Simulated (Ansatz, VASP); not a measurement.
## Two plane-wave programs on SiC

```
CELL_PARAMETERS angstrom
2.96462 0.00692 -0.11827
-1.47632 2.68177 0.14003
-0.19414 0.15334 5.18792
ATOMIC_POSITIONS crystal
Si 0.33512 0.66971 0.00292
Si 0.66429 0.32728 0.50404
C 0.33576 0.66630 0.38140
C 0.66483 0.33671 0.88164
```

Change from the starting cell: cell sheared at random, sigma 0.06, atoms nudged by 0.01 Å.

Alike in both runs: task single point; functional r2SCAN; k mesh 12 × 12 × 4; occupations gaussian, width 0.05 eV; no spin polarisation.

```csv
,VASP,Ansatz
version,VASP 6.6.1,Ansatz 0.2.0
potentials or method,"VASP PAW PBE potentials, release 64 (Si, C), cutoff 520 eV","scalar-relativistic, plane waves, PAW"
valence electrons in the cell,16,16
```

|  | VASP | Ansatz | Ansatz less VASP |
| --- | --- | --- | --- |
| gap on the k mesh at the Fermi level (eV) | 2.36 | 2.36 | -0.005 |
| least direct gap on the mesh (eV) | 4.52 | 4.51 | -0.009 |
| pressure (GPa) | 2.0 | 2.2 | +0.18 |
| traceless stress, the component that is largest in VASP (GPa) | 19.47 | 19.39 | -0.078 |
| rms of the force components (eV/Å) | 0.545 | 0.549 | +0.0038 |

VASP's potentials were made for PBE, not for r2SCAN. Atom by atom the forces differ by 0.004 eV/Å (rms over components).
